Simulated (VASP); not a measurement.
Write the native input for VASP 6.6.1 that does the following.

| Property | Result |
| --- | --- |
| Task | single point |
| Functional | PBE |
| Potentials or basis | VASP PAW PBE potentials, release 64 (Ca_sv, Zn, Br) |
| Cutoff | 500 eV |
| k mesh | 4 × 4 × 8 |
| Occupations | gaussian, width 0.02 eV |
| Spin | no spin polarisation |
| Dipole correction | no |
| Further INCAR settings | ALGO = Normal; EDIFF = 1e-06; NBANDS = 34 |

The structure of CaZnBr4 lies in POSCAR:

```
CaZnBr4
1.0
    4.8759316758     -4.8510174685      0.0000000000
    4.8759316758      4.8510174685      0.0000000000
    0.0000000000      0.0000000000      4.0487957778
Ca Zn Br
1 1 4
Direct
    0.5000000000      0.5000000000      0.5000000000
    0.0000000000      0.0000000000      0.0000000000
    0.8222841261      0.1777158739      0.5000000000
    0.2929926767      0.2929926767      0.0000000000
    0.7070073233      0.7070073233      0.0000000000
    0.1777158739      0.8222841261      0.5000000000
```

One way to write it, as run:

INCAR

```
SYSTEM = CaZnBr4
PREC = Accurate
ENCUT = 500
EDIFF = 1E-6
ISMEAR = 0
SIGMA = 0.02
LREAL = .FALSE.
LASPH = .TRUE.
NELM = 120
ALGO = Normal
ISIF = 2
LWAVE = .FALSE.
LCHARG = .FALSE.
GGA = PE
NBANDS = 34
GGA_COMPAT = .FALSE.
```

KPOINTS

```
regular mesh
0
G
  4 4 8
  0 0 0
```

Potentials or basis: VASP PAW PBE potentials, release 64 (Ca_sv, Zn, Br).

Run with:

```sh
$ cat potpaw_PBE.64/Ca_sv/POTCAR potpaw_PBE.64/Zn/POTCAR potpaw_PBE.64/Br/POTCAR > POTCAR
$ mpirun -np 1 vasp_std > vasp.out
```

Results of the run:

- Pressure: -1.1 GPa
- Largest force: 0.013 eV/Å
- Band gap on the k mesh: 2.09 eV

It took 2.5 min on 1 thread of Oxide Virtual Turin-like Processor (shared host), peak memory 0.35 GiB.
